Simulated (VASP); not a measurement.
Input of a VASP 6.6.1 run:

Contents of INCAR:

```
  ALGO = Normal
  EDIFF = 1E-8
  ENCUT = 520
  ISIF = 2
  ISMEAR = 0
  LASPH = T
  LCALCEPS = T
  LCHARG = F
  LMIXTAU = T
  LREAL = F
  LWAVE = F
  METAGGA = R2SCAN
  NELM = 80
  PREC = Accurate
  SIGMA = 0.01
```

KPOINTS

```
k-points
0
Gamma
  6 6 6
```

POSCAR

```
PbO
1.0
    0.0000000000      2.7987768028      2.7987768028
    2.7987768028      0.0000000000      2.7987768028
    2.7987768028      2.7987768028      0.0000000000
Pb O
1 1
Direct
    0.0000000000      0.0000000000      0.0000000000
    0.2500000000      0.2500000000      0.2500000000
```

Potentials or basis: VASP PAW PBE potentials, release 64 (Pb_d, O).

Command:

```bash
$ cat potpaw_PBE.64/Pb_d/POTCAR potpaw_PBE.64/O/POTCAR > POTCAR
$ mpirun -np 1 vasp_std > vasp.out
```

Estimate the electronic dielectric tensor (diagonal).

6.84.

Predict the Born charges (mean of the diagonal).

Pb +2.30; O -2.30 e.

Estimate the band gap on the k mesh.

0.65 eV, indirect (least direct gap 0.79 eV).

Dipole moments of the cell (e·Å, modulo the quantum): ionic 8.396, 8.396, 8.396; electronic 0.024, 0.024, 0.038

Caveat: the gap is small at this level, which inflates the dielectric constant; spin-orbit coupling is left out, which moves the levels of the heavy elements. r2SCAN opens gaps a little over a GGA but as a rule still falls short of measured ones.
